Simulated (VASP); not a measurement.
# ZnO (Fm-3m) in VASP: notebook

ZnO is run at these levels: PBE; tasks: single point.

All numbers are computed with VASP 6.6.1; they aren't measurements. Logs are shortened: lines on timing, memory, paths and dates and some standing lists are left out, and cuts for length are marked.

## 1. The cell of the first run

It takes space group Fm-3m (No. 225, cubic). The conventional cell has a = 4.275 Å, b = 4.275 Å, c = 4.275 Å, α = 90.00°, β = 90.00°, γ = 90.00°. Zn (site symmetry m-3m) has 6 O at 2.14 Å within 2.8 Å. O (site symmetry m-3m) has 6 Zn at 2.14 Å within 2.8 Å.

## 2. Single point, PBE

Contents of INCAR:

```
SYSTEM = ZnO
ALGO = Normal ; EDIFF = 1E-6
ENCUT = 600 ; GGA = PE
GGA_COMPAT = .FALSE. ; ISIF = 2
ISMEAR = 0 ; LASPH = .TRUE.
LCHARG = .TRUE. ; LELF = .TRUE.
LREAL = .FALSE. ; LVHAR = .TRUE.
LWAVE = .FALSE. ; NBANDS = 16
NELM = 120 ; PREC = Accurate
SIGMA = 0.01
```

Contents of KPOINTS:

```
k-points
0
G
  3 3 3
  0 0 0
```

Contents of POSCAR:

```
ZnO
1.0
    0.0000000000      2.1375000000      2.1375000000
    2.1375000000      0.0000000000      2.1375000000
    2.1375000000      2.1375000000      0.0000000000
Zn O
1 1
Direct
    0.0000000000      0.0000000000      0.0000000000
    0.5000000000      0.5000000000      0.5000000000
```

Potentials or basis: VASP PAW PBE potentials, release 64 (Zn, O).

The run is started by

```bash
$ cat potpaw_PBE.64/Zn/POTCAR potpaw_PBE.64/O/POTCAR > POTCAR
$ mpirun -np 1 vasp_std > vasp.out
```

OUTCAR:

```text
SYSTEM = ZnO
   EDIFF = 1E-6
   ENCUT = 600
   GGA = PE
   ISIF = 2
   ISMEAR = 0
   LASPH = .TRUE.
   LREAL = .FALSE.
   NELM = 120
   PREC = Accurate

 ion  position               nearest neighbor table
   1  0.000  0.000  0.000-   2 2.14   2 2.14   2 2.14   2 2.14   2 2.14   2 2.14
   2  0.500  0.500  0.500-   1 2.14   1 2.14   1 2.14   1 2.14   1 2.14   1 2.14

  LATTYP: Found a face centered cubic cell.
 ALAT       =     4.2750000000

  Lattice vectors:

 A1 = (   0.0000000000,   2.1375000000,   2.1375000000)
 A2 = (   2.1375000000,   0.0000000000,   2.1375000000)
 A3 = (   2.1375000000,   2.1375000000,   0.0000000000)

Analysis of symmetry for initial positions (statically):
=====================================================================
 Subroutine PRICEL returns:
 Original cell was already a primitive cell.

 Routine SETGRP: Setting up the symmetry group for a
 face centered cubic supercell.

 Subroutine GETGRP returns: Found 48 space group operations
 (whereof 48 operations were pure point group operations)
 out of a pool of 48 trial point group operations.

The static configuration has the point symmetry O_h .

Analysis of symmetry for dynamics (positions and initial velocities):
=====================================================================
 Subroutine PRICEL returns:
 Original cell was already a primitive cell.

 Routine SETGRP: Setting up the symmetry group for a
 face centered cubic supercell.

 Subroutine GETGRP returns: Found 48 space group operations
 (whereof 48 operations were pure point group operations)
 out of a pool of 48 trial point group operations.

The dynamic configuration has the point symmetry O_h .

 Subroutine INISYM returns: Found 48 space group operations
 (whereof 48 operations are pure point group operations),
 and found     1 'primitive' translations

----------------------------------------------------------------------------------------

                                     Primitive cell

  volume of cell :      19.5321

  direct lattice vectors                    reciprocal lattice vectors
     0.000000000  2.137500000  2.137500000    -0.233918129  0.233918129  0.233918129
     2.137500000  0.000000000  2.137500000     0.233918129 -0.233918129  0.233918129
     2.137500000  2.137500000  0.000000000     0.233918129  0.233918129 -0.233918129

  length of vectors
     3.022881490  3.022881490  3.022881490     0.405158084  0.405158084  0.405158084

  position of ions in fractional coordinates (direct lattice)
     0.000000000  0.000000000  0.000000000
     0.500000000  0.500000000  0.500000000

  ion indices of the primitive-cell ions
   primitive index   ion index
                 1           1
                 2           2

----------------------------------------------------------------------------------------

 KPOINTS: k-points

Automatic generation of k-mesh.
 Grid dimensions read from file:
 generate k-points for:    3    3    3

 Generating k-lattice:

  Cartesian coordinates                     Fractional coordinates (reciprocal lattice)
    -0.077972710  0.077972710  0.077972710     0.333333333  0.000000000  0.000000000
     0.077972710 -0.077972710  0.077972710     0.000000000  0.333333333  0.000000000
     0.077972710  0.077972710 -0.077972710     0.000000000  0.000000000  0.333333333

  Length of vectors
     0.135052695  0.135052695  0.135052695

  Shift w.r.t. Gamma in fractional coordinates (k-lattice)
     0.000000000  0.000000000  0.000000000

 Subroutine IBZKPT returns following result:
 ===========================================

 Found      4 irreducible k-points:

 Following reciprocal coordinates:
            Coordinates               Weight
  0.000000  0.000000  0.000000      1.000000
  0.333333  0.000000  0.000000      8.000000
  0.333333  0.333333  0.000000      6.000000
 -0.333333  0.333333  0.000000     12.000000
   k-points           NKPTS =      4   k-points in BZ     NKDIM =      4   number of bands    NBANDS=     16
   number of dos      NEDOS =    301   number of ions     NIONS =      2
   total plane-waves  NPLWV =  13824
   dimension x,y,z NGX =    24 NGY =   24 NGZ =   24
   dimension x,y,z NGXF=    48 NGYF=   48 NGZF=   48
   ions per type =               1   1
   NGX,Y,Z   is equivalent  to a cutoff of  13.20, 13.20, 13.20 a.u.
   NGXF,Y,Z  is equivalent  to a cutoff of  26.40, 26.40, 26.40 a.u.
 SYSTEM =  ZnO
   PREC   = accura    normal or accurate (medium, high low for compatibility)
   ISTART =      0    job   : 0-new  1-cont  2-samecut
   ICHARG =      2    charge: 1-file 2-atom 10-const
   ISPIN  =      1    spin polarized calculation?
   LNONCOLLINEAR =      F non collinear calculations
   LSORBIT =      F    spin-orbit coupling
   LASPH  =      T    aspherical Exc in radial PAW
   ENCUT  =  600.0 eV  44.10 Ry    6.64 a.u.   6.04  6.04  6.04*2*pi/ulx,y,z
   NELM   =    120;   NELMIN=  2; NELMDL= -5     # of ELM steps
   EDIFF  = 0.1E-05   stopping-criterion for ELM
   LREAL  =      F    real-space projection
   EDIFFG = 0.1E-04   stopping-criterion for IOM
   NSW    =      0    number of steps for IOM
   IBRION =     -1    ionic relax: 0-MD 1-quasi-New 2-CG
   NFREE  =      0    steps in history (QN), initial steepest desc. (CG)
   ISIF   =      2    stress and relaxation
   ISYM   =      2    0-nonsym 1-usesym 2-fastsym
   POTIM  = 0.5000    time-step for ionic-motion
   TEBEG  =    0.0;   TEEND  =   0.0 temperature during run
   PSTRESS=    0.0 pullay stress
   NELECT =      18.0000    total number of electrons
   NUPDOWN=      -1.0000    fix difference up-down
   EMIN   =  10.00;   EMAX   =-10.00  energy-range for DOS
   EFERMI =   0.00;   METHOD = LEGACY
   ISMEAR =     0;   SIGMA  =   0.01  broadening in eV -4-tet -1-fermi 0-gaus
   EFERMI_NEDOS =   21; number of points for ismear=-14 and -15
   IALGO  =     38    algorithm
   IMIX   =      4    mixing-type and parameters
     AMIX     =   0.40;   BMIX     =  1.00
     AMIX_MAG =   1.60;   BMIX_MAG =  1.00
  volume/ion in A,a.u.               =       9.77        65.90
  Fermi-wavevector in a.u.,A,eV,Ry     =   1.593124  3.010568 34.532180  2.538044
  Thomas-Fermi vector in A             =   2.691403
   LORBIT       =      0    0 simple, 1 ext, 2 COOP (PROOUT), +10 PAW based schemes
   GGA     = PE    functional components
   LHFCALC =     F    Hartree Fock is set to
   AEXX    =    0.0000 exact exchange contribution
   IVDW    =     0    specifies the selected vdW correction
   LEPSILON=     F    determine dielectric tensor
   LRPA    =     F    only Hartree local field effects (RPA)
 non-spin polarized calculation
 Gauss-broadening in eV      SIGMA  =   0.01
  energy-cutoff  :      600.00
  volume of cell :       19.53
 maximum number of plane-waves:       658
   NGX = 13   NGY = 13   NGZ = 13

 number of electron      18.0000006 magnetization

 Free energy of the ion-electron system (eV)
  ---------------------------------------------------
  ext. energy  EPLUGINS =         0.00000000
  ---------------------------------------------------
  free energy    TOTEN  =        -8.44226999 eV

  energy without entropy =       -8.44226999  energy(sigma->0) =       -8.44226999

 E-fermi :   2.6326     XC(G=0): -12.2937

 val. band max:        2.5726350065   @ k =   0.3333   0.0000   0.0000
 cond. band min:       3.7147160441   @ k =   0.0000   0.0000   0.0000
 fundamental gap:      1.1420810375
 Fermi energy:         2.6325641047

 k-point     1 :       0.0000    0.0000    0.0000
  band No.  band energies     occupation
      1     -15.7446      2.00000
      2      -2.1171      2.00000
      3      -2.1171      2.00000
      4      -2.1171      2.00000
      5      -1.8977      2.00000
      6      -1.8977      2.00000
      7       1.5247      2.00000
      8       1.5247      2.00000
      9       1.5247      2.00000
     10       3.7147      0.00000
     11      20.7844      0.00000
     12      20.7844      0.00000
     13      20.7844      0.00000
     14      21.1155      0.00000
     15      22.2187      0.00000
     16      22.2187      0.00000

 k-point     2 :       0.3333    0.0000    0.0000
  band No.  band energies     occupation
      1     -14.7549      2.00000
      2      -3.7506      2.00000
      3      -2.8122      2.00000
      4      -2.8122      2.00000
      5      -1.7896      2.00000
      6      -1.7896      2.00000
      7      -0.8492      2.00000
      8       2.5726      2.00000
      9       2.5726      2.00000
     10       7.6871      0.00000
     11      12.8801      0.00000
     12      16.5605      0.00000
     13      16.5605      0.00000
     14      21.6970      0.00000
     15      25.1613      0.00000
     16      25.1613      0.00000

 k-point     3 :       0.3333    0.3333    0.0000
  band No.  band energies     occupation
      1     -14.5919      2.00000
      2      -3.3879      2.00000
      3      -2.4402      2.00000
      4      -1.8768      2.00000
      5      -1.8768      2.00000
      6      -1.7452      2.00000
      7      -0.2436      2.00000
      8       0.6372      2.00000
      9       0.6372      2.00000
     10       7.9995      0.00000
     11      13.1408      0.00000
     12      14.7653      0.00000
     13      18.0829      0.00000
     14      18.0829      0.00000
     15      30.5342      0.00000
     16      30.8289      0.00000

 k-point     4 :      -0.3333    0.3333    0.0000
  band No.  band energies     occupation
      1     -14.1929      2.00000
      2      -3.4824      2.00000
      3      -2.8399      2.00000
      4      -2.7179      2.00000
      5      -1.6925      2.00000
      6      -1.6581      2.00000
      7      -0.4721      2.00000
      8      -0.3779      2.00000
      9       1.9863      2.00000
     10       9.8642      0.00000
     11      11.6998      0.00000
     12      13.3493      0.00000
     13      16.8897      0.00000
     14      21.6504      0.00000
     15      26.8128      0.00000
     16      29.2489      0.00000

------------------------ aborting loop because EDIFF is reached ----------------------------------------

  FORCE on cell =-STRESS in cart. coord.  units (eV):
  Direction    XX          YY          ZZ          XY          YZ          ZX
  --------------------------------------------------------------------------------------
  -------------------------------------------------------------------------------------
  Total        0.9857352      0.9857352      0.9857352     -0.0000000     -0.0000000      0.0000000
  in kB       80.8579082     80.8579082     80.8579082     -0.0000000     -0.0000000      0.0000000
  external PRESSURE =      80.8579082 kB  Pullay stress =       0.0000000 kB

 VOLUME and BASIS-vectors are now :
 -----------------------------------------------------------------------------
  energy-cutoff  :      600.00
  volume of cell :       19.53
      direct lattice vectors                 reciprocal lattice vectors
     0.000000000  2.137500000  2.137500000    -0.233918129  0.233918129  0.233918129
     2.137500000  0.000000000  2.137500000     0.233918129 -0.233918129  0.233918129
     2.137500000  2.137500000  0.000000000     0.233918129  0.233918129 -0.233918129

 POSITION                                       TOTAL-FORCE (eV/Angst)
 -----------------------------------------------------------------------------------
      0.00000      0.00000      0.00000        -0.000000     -0.000000      0.000000
      2.13750      2.13750      2.13750         0.000000      0.000000     -0.000000
 -----------------------------------------------------------------------------------
    total drift:                                0.000000     -0.000000     -0.000000

  FREE ENERGIE OF THE ION-ELECTRON SYSTEM (eV)
  ---------------------------------------------------
  free  energy   TOTEN  =        -8.4422699920 eV

  energy  without entropy=       -8.4422699920  energy(sigma->0) =       -8.44226999
```

Wall time 5.9 s (1 thread of Intel Xeon 8259CL, shared host); peak memory 0.13 GiB.

What came out:

| Quantity | Value |
| --- | --- |
| Free energy | -8.4423 eV |
| Pressure | 8.1 GPa |
| Band gap on the k mesh | 1.14 eV, indirect (least direct gap 2.19 eV) |

Levels at points of the mesh, in eV from the valence-band top:
| k point | band 5 | band 6 | band 7 | band 8 | band 9 | band 10 | band 11 | band 12 | band 13 | band 14 |
| --- | --- | --- | --- | --- | --- | --- | --- | --- | --- | --- |
| (0.00, 0.00, 0.00) | -4.47 | -4.47 | -1.05 | -1.05 | -1.05 | 1.14 | 18.21 | 18.21 | 18.21 | 18.54 |

Caveat: the k points lie up to 0.85 Å⁻¹ apart. A k mesh can miss the band edges.

## 3. Single point, PBE

Contents of INCAR:

```
PREC     = Accurate       # precision mode
ENCUT    = 600            # plane-wave cutoff, eV
EDIFF    = 1E-6           # SCF threshold, eV
ISMEAR   = 0              # smearing method
SIGMA    = 0.01           # smearing width, eV
LREAL    = F              # projectors in reciprocal space
LASPH    = T              # aspherical terms in the spheres
NELM     = 120            # most SCF steps
ALGO     = Normal         # electronic algorithm
ISIF     = 2              # what is computed and relaxed
LWAVE    = F              # write WAVECAR
LCHARG   = T              # write CHGCAR
GGA      = PE             # functional
LELF     = T              # ELF
LVHAR    = T            
NBANDS   = 16             # bands
GGA_COMPAT= F
```

Contents of KPOINTS:

```
regular mesh
0
Gamma
  3 3 3
```

POSCAR is that of step 2.

Potentials or basis: VASP PAW PBE potentials, release 64 (Zn, O).

The run is started by

```bash
$ cat potpaw_PBE.64/Zn/POTCAR potpaw_PBE.64/O/POTCAR > POTCAR
$ mpirun -np 1 vasp_std > vasp.out
```

Wall time 5.9 s (1 thread of Intel Xeon 8259CL, shared host); peak memory 0.13 GiB.

Results (log left out):

* Free energy: -8.4423 eV
* Pressure: 8.1 GPa
* Band gap on the k mesh: 1.14 eV, indirect (least direct gap 2.19 eV)

Levels at points of the mesh, in eV from the valence-band top:
```tsv
k point	band 5	band 6	band 7	band 8	band 9	band 10	band 11	band 12	band 13	band 14
(0.00, 0.00, 0.00)	-4.47	-4.47	-1.05	-1.05	-1.05	1.14	18.21	18.21	18.21	18.54
```

Caveat: the k points lie up to 0.85 Å⁻¹ apart.

## 4. Single point, PBE

Contents of INCAR:

```
ALGO = Normal
EDIFF = 1E-6
ENCUT = 600
GGA = PE
GGA_COMPAT = F
ISIF = 2
ISMEAR = 0
LASPH = T
LCHARG = F
LREAL = F
LWAVE = F
NBANDS = 16
NELM = 120
PREC = Accurate
SIGMA = 0.01
```

Contents of KPOINTS:

```
k-points
0
Gamma
  4 4 4
```

POSCAR is that of step 3.

The run is started by

```bash
$ cat potpaw_PBE.64/Zn/POTCAR potpaw_PBE.64/O/POTCAR > POTCAR
$ mpirun -np 1 vasp_std > vasp.out
```

Wall time 6.3 s (1 thread of Intel Xeon 8259CL, shared host); peak memory 0.13 GiB.

Results (log left out):

* Free energy: -8.5771 eV
* Pressure: 7.8 GPa
* Band gap on the k mesh: 0.88 eV, indirect (least direct gap 2.25 eV)

Levels at points of the mesh, in eV from the valence-band top:
```tsv
k point	band 5	band 6	band 7	band 8	band 9	band 10	band 11	band 12	band 13	band 14
(0.00, 0.00, 0.00)	-4.68	-4.68	-1.37	-1.37	-1.37	0.88	17.98	17.98	17.98	18.30
(0.50, 0.00, 0.00)	-4.47	-4.47	-3.64	0.00	0.00	5.42	9.11	12.80	12.80	19.31
(0.50, 0.50, 0.00)	-4.35	-4.35	-4.03	-2.82	-2.82	4.21	10.69	11.25	15.42	15.42
```

Caveat: the k points lie up to 0.64 Å⁻¹ apart. A k mesh can miss the band edges.

## 5. Single point, PBE

Contents of INCAR:

```
SYSTEM = ZnO
  PREC = Accurate
  ENCUT = 600
  EDIFF = 1E-6
  ISMEAR = 0
  SIGMA = 0.01
  LREAL = .False.
  LASPH = .True.
  NELM = 120
  ALGO = Normal
  ISIF = 2
  LWAVE = .False.
  LCHARG = .False.
  GGA = PE
  NBANDS = 16
  GGA_COMPAT = .False.
```

Contents of KPOINTS:

```
regular mesh
0
Gamma
  4 4 4
  0 0 0
```

POSCAR is that of step 4.

Potentials or basis: VASP PAW PBE potentials, release 64 (Zn, O).

The run is started by

```bash
$ cat potpaw_PBE.64/Zn/POTCAR potpaw_PBE.64/O/POTCAR > POTCAR
$ mpirun -np 1 vasp_std > vasp.out
```

OUTCAR:

```text
SYSTEM = ZnO
   PREC = Accurate
   ENCUT = 600
   EDIFF = 1E-6
   ISMEAR = 0
   LREAL = .False.
   LASPH = .True.
   NELM = 120
   ISIF = 2
   GGA = PE

 ion  position               nearest neighbor table
   1  0.000  0.000  0.000-   2 2.14   2 2.14   2 2.14   2 2.14   2 2.14   2 2.14
   2  0.500  0.500  0.500-   1 2.14   1 2.14   1 2.14   1 2.14   1 2.14   1 2.14

  LATTYP: Found a face centered cubic cell.
 ALAT       =     4.2750000000

  Lattice vectors:

 A1 = (   0.0000000000,   2.1375000000,   2.1375000000)
 A2 = (   2.1375000000,   0.0000000000,   2.1375000000)
 A3 = (   2.1375000000,   2.1375000000,   0.0000000000)

Analysis of symmetry for initial positions (statically):
=====================================================================
 Subroutine PRICEL returns:
 Original cell was already a primitive cell.

 Routine SETGRP: Setting up the symmetry group for a
 face centered cubic supercell.

 Subroutine GETGRP returns: Found 48 space group operations
 (whereof 48 operations were pure point group operations)
 out of a pool of 48 trial point group operations.

The static configuration has the point symmetry O_h .

Analysis of symmetry for dynamics (positions and initial velocities):
[... 144 lines left out ...]
 val. band max:        2.7980391248   @ k =   0.5000   0.0000   0.0000
 cond. band min:       3.6766861257   @ k =   0.0000   0.0000   0.0000
 fundamental gap:      0.8786470009
 Fermi energy:         2.9474293151

 k-point     1 :       0.0000    0.0000    0.0000
  band No.  band energies     occupation
      1     -15.8283      2.00000
      2      -2.0966      2.00000
      3      -2.0966      2.00000
      4      -2.0966      2.00000
      5      -1.8790      2.00000
      6      -1.8790      2.00000
[... 129 lines left out ...]
      3      -2.8164      2.00000
      4      -2.8164      2.00000
      5      -1.5537      2.00000
      6      -1.3442      2.00000
[... 8 lines left out ...]
     15      23.9019      0.00000
     16      31.4914      0.00000

------------------------ aborting loop because EDIFF is reached ----------------------------------------

  FORCE on cell =-STRESS in cart. coord.  units (eV):
  Direction    XX          YY          ZZ          XY          YZ          ZX
  --------------------------------------------------------------------------------------
  -------------------------------------------------------------------------------------
  Total        0.9450421      0.9450421      0.9450421     -0.0000000      0.0000000      0.0000000
  in kB       77.5199277     77.5199277     77.5199277     -0.0000000      0.0000000      0.0000000
  external PRESSURE =      77.5199277 kB  Pullay stress =       0.0000000 kB

 VOLUME and BASIS-vectors are now :
 -----------------------------------------------------------------------------
  energy-cutoff  :      600.00
  volume of cell :       19.53
      direct lattice vectors                 reciprocal lattice vectors
     0.000000000  2.137500000  2.137500000    -0.233918129  0.233918129  0.233918129
     2.137500000  0.000000000  2.137500000     0.233918129 -0.233918129  0.233918129
     2.137500000  2.137500000  0.000000000     0.233918129  0.233918129 -0.233918129

 POSITION                                       TOTAL-FORCE (eV/Angst)
 -----------------------------------------------------------------------------------
      0.00000      0.00000      0.00000         0.000000     -0.000000      0.000000
      2.13750      2.13750      2.13750         0.000000      0.000000      0.000000
 -----------------------------------------------------------------------------------
    total drift:                                0.000000     -0.000000     -0.000000

  FREE ENERGIE OF THE ION-ELECTRON SYSTEM (eV)
  ---------------------------------------------------
  free  energy   TOTEN  =        -8.5771428372 eV

  energy  without entropy=       -8.5771428372  energy(sigma->0) =       -8.57714284
```

It took 6.2 s on 1 thread of Intel Xeon 8259CL, shared host; peak memory 0.13 GiB.

What came out:

```yaml
Free_energy: -8.5771 eV
Pressure: 7.8 GPa
Band_gap_on_the_k_mesh: 0.88 eV, indirect (least direct gap 2.25 eV)
```

Caveat: the k points lie up to 0.64 Å⁻¹ apart.
